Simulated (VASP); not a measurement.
Runs of VASP 6.6.1 on PtSe2 (Sudovikovite). The structure is that of space group P-3m1 (No. 164), or close to it. The cells are those of the table. 

```csv
cell,gap on the mesh (eV),pressure (GPa),largest force (eV/Å)
"a = 3.661, b = 3.661, c = 4.976 Å, angles 90.0, 90.0, 120.0°, 3 atoms",none,11.5,1.33
"a = 3.773, b = 3.773, c = 5.129 Å, angles 90.0, 90.0, 120.0°, 3 atoms",none,-1.5,0.14
"a = 3.736, b = 3.736, c = 5.079 Å, angles 90.0, 90.0, 120.0°, 3 atoms",none,(a),0.49
"a = 3.699, b = 3.699, c = 5.028 Å, angles 90.0, 90.0, 120.0°, 3 atoms",none,6.4,0.88
"a = 3.809, b = 3.809, c = 5.177 Å, angles 90.0, 90.0, 120.0°, 3 atoms",none,(b),(c)
```

Alike in all rows: task single point; level PBE+D3(BJ); potentials or basis VASP PAW PBE potentials, release 64 (Pt, Se); no spin polarisation; k mesh 9 × 9 × 6; cutoff (eV) 520; smearing gaussian 0.05 eV.

Estimate the missing entries.

(a) 2.1; (b) -4.5; (c) 0.17.

Caveats: three body term missing; spin-orbit coupling is left out, which moves the levels of the heavy elements; pairwise dispersion overbinds metals, which lowers pressure and volume; forces of over 1 eV/Å act on the atoms, so gaps and moduli don't describe the material at rest (some runs).

A k mesh can miss the band edges, and the runs leave out spin-orbit coupling on Pt, Se.

A gap of «none» marks levels without a gap at the run's occupations.
